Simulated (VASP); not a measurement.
# KBi3F10 (P1) in VASP: single point with LDA

Aim: the single point of KBi3F10 with LDA.

Program: VASP 6.6.1. These are calculated values, not measurements. Logs are shortened: lines on timing, memory, paths and dates and some standing lists are left out, and cuts for length are marked.

### 1 The cell of the first run

The typed cell holds 28 atoms: a = 8.525 Å, b = 8.525 Å, c = 8.525 Å, α = 60.00°, β = 60.00°, γ = 60.00°.

### 2 Single point, LDA

Input file INCAR:

```
PREC     = Accurate       # precision mode
ENCUT    = 520            # plane-wave cutoff, eV
EDIFF    = 1E-6           # SCF threshold, eV
ISMEAR   = -1             # smearing method
SIGMA    = 0.05           # smearing width, eV
LREAL    = F              # projectors in reciprocal space
LASPH    = T              # aspherical terms in the spheres
NELM     = 120            # most SCF steps
ALGO     = Normal         # electronic algorithm
ISIF     = 2              # what is computed and relaxed
LWAVE    = F              # write WAVECAR
LCHARG   = F              # write CHGCAR
GGA      = CA             # functional
NBANDS   = 144            # bands
GGA_COMPAT= F
```

Input file KPOINTS:

```
Automatic mesh
0
Gamma
  2 2 2
```

Input file POSCAR:

```
KBi3F10
1.0
    0.0000000000      6.0280580000      6.0280580000
    6.0280580000      0.0000000000      6.0280580000
    6.0280580000      6.0280580000      0.0000000000
K Bi F
2 6 20
Direct
    0.2799409030      0.2342877258      0.3077276297
    0.7603111981      0.7376670895      0.7115558609
    0.8080297170      0.2335495113      0.2162139117
    0.2130702790      0.7438382312      0.7930746519
    0.2213565297      0.7563381109      0.2475672928
    0.7660842016      0.2734877468      0.7537750964
    0.2632356888      0.2229905552      0.7409351403
    0.7182827372      0.7683652015      0.2438513365
    0.7861238230      0.5597159151      0.5197030287
    0.1857812251      0.4761732551      0.4763225569
    0.5057267199      0.9080453440      0.1170775066
    0.5809499510      0.2165208099      0.6966920358
    0.4655479426      0.7913245028      0.5058428436
    0.1833592178      0.4748958952      0.8567601705
    0.4733696988      0.1001317506      0.5339530575
    0.7997849390      0.5370635120      0.1243932955
    0.4981455056      0.4747051206      0.9107493657
    0.5064317563      0.5187076833      0.2657406415
    0.1086170704      0.7508471219      0.5717015331
    0.9100277403      0.2434117256      0.4301717070
    0.1069332777      0.0876069872      0.1022053869
    0.8823073700      0.8870352608      0.8901042425
    0.1251232155      0.1414137024      0.6656289638
    0.1150121648      0.6648243929      0.1254632918
    0.8945252352      0.8910415261      0.3400680617
    0.8955703479      0.3435185926      0.9104341730
    0.6712028982      0.1328039644      0.0931726271
    0.3320057637      0.8738054611      0.8744856138
```

Potentials or basis: VASP PAW LDA potentials, release 64 (K_sv, Bi_d, F).

Launch:

```console
$ cat potpaw_LDA.64/K_sv/POTCAR potpaw_LDA.64/Bi_d/POTCAR potpaw_LDA.64/F/POTCAR > POTCAR
$ mpirun -np 1 vasp_std > vasp.out
```

OUTCAR:

```text
PREC = Accurate
   ENCUT = 520
   EDIFF = 1E-6
   ISMEAR = -1
   LREAL = F
   LASPH = T
   NELM = 120
   ISIF = 2
   GGA = CA

 ion  position               nearest neighbor table
   1  0.280  0.234  0.308-  23 2.51  15 2.61  10 2.67  20 2.75  27 2.80   7 3.58
   2  0.760  0.738  0.712-  25 2.60   9 2.61  19 2.63  26 2.81   6 3.77
   3  0.808  0.234  0.216-  26 2.13  21 2.13  16 2.27  25 2.39  20 2.43  27 2.51  18 2.53   5 3.82

   4  0.213  0.744  0.793-  14 2.19  28 2.31  22 2.32  13 2.32  24 2.34  19 2.42  17 2.60  23 2.80

   5  0.221  0.756  0.248-  24 2.23  10 2.25  18 2.27  25 2.28  21 2.33  19 2.41  28 2.60  11 2.79
                             3 3.82
   6  0.766  0.273  0.754-  12 2.18   9 2.27  17 2.30  27 2.37  20 2.49  26 2.51  23 2.51  22 2.69
                             2 3.77
   7  0.263  0.223  0.741-  15 2.06  23 2.07  10 2.32  28 2.46  14 2.46  12 2.52  21 2.54  26 2.59
                             1 3.58
   8  0.718  0.768  0.244-  11 2.09  13 2.21   9 2.28  16 2.31  22 2.49  27 2.60  25 2.77  24 2.78

   9  0.786  0.560  0.520-   6 2.27   8 2.28   2 2.61
  10  0.186  0.476  0.476-   5 2.25   7 2.32   1 2.67
  11  0.506  0.908  0.117-   8 2.09   5 2.79
  12  0.581  0.217  0.697-   6 2.18   7 2.52
  13  0.466  0.791  0.506-   8 2.21   4 2.32
  14  0.183  0.475  0.857-   4 2.19   7 2.46
  15  0.473  0.100  0.534-   7 2.06   1 2.61
  16  0.800  0.537  0.124-   3 2.27   8 2.31
  17  0.498  0.475  0.911-   6 2.30   4 2.60
  18  0.506  0.519  0.266-   5 2.27   3 2.53
  19  0.109  0.751  0.572-   5 2.41   4 2.42   2 2.63
  20  0.910  0.243  0.430-   3 2.43   6 2.49   1 2.75
  21  0.107  0.088  0.102-   3 2.13   5 2.33   7 2.54
  22  0.882  0.887  0.890-   4 2.32   8 2.49   6 2.69
  23  0.125  0.141  0.666-   7 2.07   1 2.51   6 2.51   4 2.80
  24  0.115  0.665  0.125-   5 2.23   4 2.34   8 2.78
  25  0.895  0.891  0.340-   5 2.28   3 2.39   2 2.60   8 2.77
  26  0.896  0.344  0.910-   3 2.13   6 2.51   7 2.59   2 2.81
  27  0.671  0.133  0.093-   6 2.37   3 2.51   8 2.60   1 2.80
  28  0.332  0.874  0.874-   4 2.31   7 2.46   5 2.60

  LATTYP: Found a face centered cubic cell.
 ALAT       =    12.0561160000

  Lattice vectors:

 A1 = (   0.0000000000,   6.0280580000,   6.0280580000)
 A2 = (   6.0280580000,   0.0000000000,   6.0280580000)
 A3 = (   6.0280580000,   6.0280580000,   0.0000000000)

Analysis of symmetry for initial positions (statically):
=====================================================================
 Subroutine PRICEL returns:
 Original cell was already a primitive cell.

 Routine SETGRP: Setting up the symmetry group for a
 face centered cubic supercell.

 Subroutine GETGRP returns: Found  1 space group operations
 (whereof  1 operations were pure point group operations)
 out of a pool of 48 trial point group operations.

The static configuration has the point symmetry C_1 .

Analysis of symmetry for dynamics (positions and initial velocities):
=====================================================================
 Subroutine PRICEL returns:
 Original cell was already a primitive cell.

 Routine SETGRP: Setting up the symmetry group for a
 face centered cubic supercell.

 Subroutine GETGRP returns: Found  1 space group operations
 (whereof  1 operations were pure point group operations)
 out of a pool of 48 trial point group operations.

The dynamic configuration has the point symmetry C_1 .

 Subroutine INISYM returns: Found  1 space group operations
 (whereof  1 operations are pure point group operations),
 and found     1 'primitive' translations

----------------------------------------------------------------------------------------

                                     Primitive cell

  volume of cell :     438.0889

  direct lattice vectors                    reciprocal lattice vectors
     0.000000000  6.028058000  6.028058000    -0.082945453  0.082945453  0.082945453
     6.028058000  0.000000000  6.028058000     0.082945453 -0.082945453  0.082945453
     6.028058000  6.028058000  0.000000000     0.082945453  0.082945453 -0.082945453

  length of vectors
     8.524961378  8.524961378  8.524961378     0.143665738  0.143665738  0.143665738

  position of ions in fractional coordinates (direct lattice)
     0.279940903  0.234287726  0.307727630
     0.760311198  0.737667090  0.711555861
     0.808029717  0.233549511  0.216213912
     0.213070279  0.743838231  0.793074652
     0.221356530  0.756338111  0.247567293
     0.766084202  0.273487747  0.753775096
[... 20 lines left out ...]
     0.671202898  0.132803964  0.093172627
     0.332005764  0.873805461  0.874485614

  ion indices of the primitive-cell ions
   primitive index   ion index
                 1           1
                 2           2
                 3           3
                 4           4
                 5           5
                 6           6
[... 20 lines left out ...]
                27          27
                28          28

----------------------------------------------------------------------------------------

 KPOINTS: Automatic mesh

Automatic generation of k-mesh.
 Grid dimensions read from file:
 generate k-points for:    2    2    2

 Generating k-lattice:

  Cartesian coordinates                     Fractional coordinates (reciprocal lattice)
    -0.041472726  0.041472726  0.041472726     0.500000000  0.000000000  0.000000000
     0.041472726 -0.041472726  0.041472726     0.000000000  0.500000000  0.000000000
     0.041472726  0.041472726 -0.041472726     0.000000000  0.000000000  0.500000000

  Length of vectors
     0.071832869  0.071832869  0.071832869

  Shift w.r.t. Gamma in fractional coordinates (k-lattice)
     0.000000000  0.000000000  0.000000000

 Subroutine IBZKPT returns following result:
 ===========================================

 Found      8 irreducible k-points:

 Following reciprocal coordinates:
            Coordinates               Weight
  0.000000  0.000000  0.000000      1.000000
  0.500000  0.000000  0.000000      1.000000
  0.000000  0.500000  0.000000      1.000000
  0.000000  0.000000  0.500000      1.000000
  0.500000  0.500000  0.500000      1.000000
  0.500000  0.500000  0.000000      1.000000
  0.000000  0.500000  0.500000      1.000000
  0.500000  0.000000  0.500000      1.000000
   k-points           NKPTS =      8   k-points in BZ     NKDIM =      8   number of bands    NBANDS=    144
   number of dos      NEDOS =    301   number of ions     NIONS =     28
   total plane-waves  NPLWV = 262144
   dimension x,y,z NGX =    64 NGY =   64 NGZ =   64
   dimension x,y,z NGXF=   128 NGYF=  128 NGZF=  128
   ions per type =               2   6  20
   NGX,Y,Z   is equivalent  to a cutoff of  12.48, 12.48, 12.48 a.u.
   NGXF,Y,Z  is equivalent  to a cutoff of  24.96, 24.96, 24.96 a.u.
 SYSTEM =  unknown system
   PREC   = accura    normal or accurate (medium, high low for compatibility)
   ISTART =      0    job   : 0-new  1-cont  2-samecut
   ICHARG =      2    charge: 1-file 2-atom 10-const
   ISPIN  =      1    spin polarized calculation?
   LNONCOLLINEAR =      F non collinear calculations
   LSORBIT =      F    spin-orbit coupling
   LASPH  =      T    aspherical Exc in radial PAW
   ENCUT  =  520.0 eV  38.22 Ry    6.18 a.u.  15.85 15.85 15.85*2*pi/ulx,y,z
   NELM   =    120;   NELMIN=  2; NELMDL= -5     # of ELM steps
   EDIFF  = 0.1E-05   stopping-criterion for ELM
   LREAL  =      F    real-space projection
[... 7 lines left out ...]
   TEBEG  =    0.0;   TEEND  =   0.0 temperature during run
   PSTRESS=    0.0 pullay stress
   NELECT =     248.0000    total number of electrons
   NUPDOWN=      -1.0000    fix difference up-down
   EMIN   =  10.00;   EMAX   =-10.00  energy-range for DOS
   EFERMI =   0.00;   METHOD = LEGACY
   ISMEAR =    -1;   SIGMA  =   0.05  broadening in eV -4-tet -1-fermi 0-gaus
   EFERMI_NEDOS =   21; number of points for ismear=-14 and -15
   IALGO  =     38    algorithm
   IMIX   =      4    mixing-type and parameters
     AMIX     =   0.40;   BMIX     =  1.00
     AMIX_MAG =   1.60;   BMIX_MAG =  1.00
  volume/ion in A,a.u.               =      15.65       105.58
  Fermi-wavevector in a.u.,A,eV,Ry     =   1.354268  2.559196 24.953656  1.834042
  Thomas-Fermi vector in A             =   2.481454
   LORBIT       =      0    0 simple, 1 ext, 2 COOP (PROOUT), +10 PAW based schemes
   GGA     = CA    functional components
   LHFCALC =     F    Hartree Fock is set to
   AEXX    =    0.0000 exact exchange contribution
   IVDW    =     0    specifies the selected vdW correction
   LEPSILON=     F    determine dielectric tensor
   LRPA    =     F    only Hartree local field effects (RPA)
 non-spin polarized calculation
  energy-cutoff  :      520.00
  volume of cell :      438.09
 maximum number of plane-waves:     11822
 NGX is ok and might be reduce to    64
   NGX = 31   NGY = 31   NGZ = 31

 number of electron     248.0000034 magnetization

 Free energy of the ion-electron system (eV)
  ---------------------------------------------------
  ext. energy  EPLUGINS =         0.00000000
  ---------------------------------------------------
  free energy    TOTEN  =      -143.88495541 eV

  energy without entropy =     -143.88495541  energy(sigma->0) =     -143.88495541

 E-fermi :   2.2517     XC(G=0): -10.1317

 val. band max:        0.9832974205   @ k =   0.0000   0.0000   0.5000
 cond. band min:       5.1114572663   @ k =   0.5000   0.0000   0.0000
 fundamental gap:      4.1281598459
 Fermi energy:         2.2517357356

 k-point     1 :       0.0000    0.0000    0.0000
  band No.  band energies     occupation
      1     -25.3813      2.00000
      2     -25.2926      2.00000
      3     -21.7588      2.00000
      4     -21.5593      2.00000
      5     -21.4154      2.00000
      6     -21.1406      2.00000
[... 128 lines left out ...]
    135       7.5954      0.00000
    136       7.6628      0.00000

 k-point     2 :       0.5000    0.0000    0.0000
  band No.  band energies     occupation
      1     -25.3813      2.00000
      2     -25.2925      2.00000
      3     -21.7521      2.00000
      4     -21.5500      2.00000
      5     -21.4144      2.00000
      6     -21.1223      2.00000
[... 962 lines left out ...]
    135       7.1114      0.00000
    136       7.4706      0.00000
 [bands above 136 left out]

------------------------ aborting loop because EDIFF is reached ----------------------------------------

  FORCE on cell =-STRESS in cart. coord.  units (eV):
  Direction    XX          YY          ZZ          XY          YZ          ZX
  --------------------------------------------------------------------------------------
  -------------------------------------------------------------------------------------
  Total       -8.8170547     -7.0496381     -2.7179177     -2.6584737      2.1215903     -3.2037554
  in kB      -32.2457034    -25.7819134     -9.9399598     -9.7225613      7.7590729    -11.7167637
  external PRESSURE =     -22.6558588 kB  Pullay stress =       0.0000000 kB

 VOLUME and BASIS-vectors are now :
 -----------------------------------------------------------------------------
  energy-cutoff  :      520.00
  volume of cell :      438.09
      direct lattice vectors                 reciprocal lattice vectors
     0.000000000  6.028058000  6.028058000    -0.082945453  0.082945453  0.082945453
     6.028058000  0.000000000  6.028058000     0.082945453 -0.082945453  0.082945453
     6.028058000  6.028058000  0.000000000     0.082945453  0.082945453 -0.082945453

 POSITION                                       TOTAL-FORCE (eV/Angst)
 -----------------------------------------------------------------------------------
      3.26730      3.54250      3.09980        -0.364991     -0.477084      0.231126
      8.73600      8.87250      9.02990         0.423355      0.180375      0.018044
      2.71120      6.17420      6.27870         2.923612     -0.211482     -0.719158
      9.26460      6.06510      5.76830        -1.161756     -0.313603     -0.859328
      6.05160      2.82670      5.89360        -0.202168      2.041560     -0.123617
      6.19240      9.16180      6.26660        -0.344898     -0.908496     -0.706030
[... 20 lines left out ...]
      1.36220      4.60770      4.84660         0.005637      0.682751     -0.284019
     10.53880      7.27280      7.26870         0.631005      0.594893      0.339009
 -----------------------------------------------------------------------------------
    total drift:                               -0.003076      0.000755      0.001403

  FREE ENERGIE OF THE ION-ELECTRON SYSTEM (eV)
  ---------------------------------------------------
  free  energy   TOTEN  =      -143.8849554122 eV

  energy  without entropy=     -143.8849554121  energy(sigma->0) =     -143.88495541
```

Wall time 19 min (1 thread of Intel Xeon Platinum 8259CL at 2.50GHz (Skylake/Cascade Lake), shared host); peak memory 0.64 GiB.

Results:

```
Free energy            : -143.8850 eV
Pressure               : -2.3 GPa
Largest force          : 3.018 eV/Å
Band gap on the k mesh : 4.13 eV (least direct gap 4.14 eV)
```

Forces in eV/Å, atoms in the order of the input:
```
K   -0.365 -0.477  0.231
K    0.423  0.180  0.018
Bi   2.924 -0.211 -0.719
Bi  -1.162 -0.314 -0.859
Bi  -0.202  2.042 -0.124
Bi  -0.345 -0.908 -0.706
Bi   1.126  1.094  1.557
Bi  -0.984 -0.262  0.610
F   -0.075  0.818 -0.442
F   -0.029  0.074 -0.747
F    0.303 -0.594 -0.707
F    0.413 -0.076 -0.298
F    0.089 -0.549 -0.081
F    0.228  0.524  0.167
F   -1.129  0.065  0.950
F    0.076  0.789  1.229
F   -0.488 -0.717  0.329
F    0.087 -0.594 -0.855
F   -0.015 -0.378  1.015
F   -0.360 -0.024 -0.145
F   -0.089  0.325  0.951
F    0.097  0.237  0.437
F   -0.416 -1.147 -1.581
F   -0.222 -0.124 -0.426
F    0.030 -0.185 -0.423
F   -0.554 -0.864  0.564
F    0.006  0.683 -0.284
F    0.631  0.595  0.339
```

Stress tensor (GPa, compression positive):
```
-3.22 -0.97 -1.17
-0.97 -2.58  0.78
-1.17  0.78 -0.99
```

Caveat: the k points lie up to 0.45 Å⁻¹ apart; spin-orbit coupling is left out, which moves the levels of the heavy elements; forces of over 1 eV/Å act on the atoms, so gaps and moduli don't describe the material at rest. A k mesh can miss the band edges.
